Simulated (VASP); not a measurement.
ZnS:

```xyz
2
Lattice="0.0000 2.7550 2.7550 2.7550 0.0000 2.7550 2.7550 2.7550 0.0000" Properties=species:S:1:pos:R:3 pbc="T T T"
Zn    4.1325    4.1325    4.1325
S     0.0000    0.0000    0.0000
```

Base run:

```yaml
Program: VASP 6.6.1
Functional: PBEsol-based global hybrid with 25 % exact exchange
Potentials_or_basis: VASP PAW PBE potentials, release 64 (Zn, S)
Cutoff: 520 eV
k_mesh: 5 × 5 × 5
Occupations: fermi-dirac, width 0.05 eV
Spin: no spin polarisation
```

Its results: band gap on the k mesh 3.62 eV; pressure -5.7 GPa.

Question: The run is repeated on the same cell with these changes: functional from PBEsol-based global hybrid with 25 % exact exchange to r2SCANh; share of exact exchange from 0.25 to 0.1. What comes out?

Answer: Band gap on the k mesh 3.07 eV; pressure -4.5 GPa.

Caveats: the cell stands under tension; the PAW data sets were made with another functional, which shifts forces and pressure a little.

